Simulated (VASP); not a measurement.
Sn: single point with HSE06

The system is Sn.

```
Sn
1.0
     0.00000    3.36876    3.36876
     3.36876    0.00000    3.36876
     3.36876    3.36876    0.00000
Sn
2
Direct
  0.00000 0.00000 0.00000
  0.25000 0.25000 0.25000
```

This isn't the form of Sn at room conditions, which is tetragonal (white tin).

```json
{"Program": "VASP 6.6.1", "Task": "single point", "Functional": "HSE06", "Potentials or basis": "VASP PAW PBE potentials, release 64 (Sn_d)", "Cutoff": "520 eV", "k mesh": "4 × 4 × 4", "Occupations": "fermi-dirac, width 0.1 eV", "Spin": "no spin polarisation", "Dipole correction": "no", "Grid for exact exchange (PRECFOCK)": "Normal", "Further INCAR settings": "ALGO = Normal; EDIFF = 1e-07; NBANDS = 21", "Share of exact exchange": "0.25", "Screening parameter": "0.2079 1/Å"}
```

```json
{"Pressure": "-2.5 GPa", "Band gap on the k mesh": "zero (filled and empty bands touch)"}
```

Levels at points of the mesh, in eV from the Fermi level:
```tsv
k point	band 11	band 12	band 13	band 14	band 15	band 16	band 17	band 18
(0.00, 0.00, 0.00)	-11.00	-0.98	0.03	0.03	0.03	2.59	2.59	2.59
(0.50, 0.00, 0.00)	-9.41	-6.53	-1.12	-1.12	0.16	3.67	3.67	6.26
(0.50, 0.50, 0.00)	-7.91	-7.91	-2.40	-2.40	1.29	1.29	7.93	7.93
```

Wall time 34 min on 1 thread of Intel(R) Xeon(R) Platinum 8375C CPU @ 2.90GHz (Ice Lake), on a shared host, peak memory 0.32 GiB.

Caveat: the k points lie up to 0.40 Å⁻¹ apart; the PAW data sets were made with another functional, which shifts forces and pressure a little; spin-orbit coupling is left out, which moves the levels of the heavy elements.
